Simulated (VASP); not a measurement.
**CaO: single point with r2SCAN**

The system is CaO.

```
Ca O
1.0
     2.90321    0.00000    0.00000
     0.00000    2.90321    0.00000
     0.00000    0.00000    2.90321
Ca O
1 1
Direct
  0.00000 0.00000 0.00000
  0.50000 0.50000 0.50000
```

```
Program                : VASP 6.6.1
Task                   : single point
Functional             : r2SCAN
Potentials or basis    : VASP PAW PBE potentials, release 64 (Ca_sv, O)
Cutoff                 : 520 eV
k mesh                 : 8 × 8 × 8
Occupations            : gaussian, width 0.01 eV
Spin                   : no spin polarisation
Dipole correction      : no
Further INCAR settings : ALGO = Normal; EDIFF = 1e-07; NBANDS = 15
```

| Item | Value |
| --- | --- |
| Pressure | 1.0 GPa |
| Band gap on the k mesh | 3.28 eV, indirect (least direct gap 3.58 eV) |

Levels at points of the mesh, in eV from the valence-band top:
```csv
k point,band 5,band 6,band 7,band 8,band 9,band 10,band 11,band 12
"(0.00, 0.00, 0.00)",-17.41,-0.30,-0.30,-0.30,3.28,3.28,6.11,9.06
"(0.50, 0.00, 0.00)",-16.16,-3.79,-0.80,-0.80,4.28,7.82,8.80,8.80
"(0.50, 0.50, 0.00)",-16.73,-2.15,-2.15,0.00,4.48,5.35,7.19,7.19
"(0.50, 0.50, 0.50)",-16.21,-3.46,-3.46,-3.46,8.62,8.62,8.62,10.61
```

It took 33 s on 1 thread of Intel Xeon 6975P-C, on a shared host, peak memory 0.15 GiB.

Caveat: the PAW data sets were made with another functional, which shifts forces and pressure a little. A k mesh can miss the band edges.
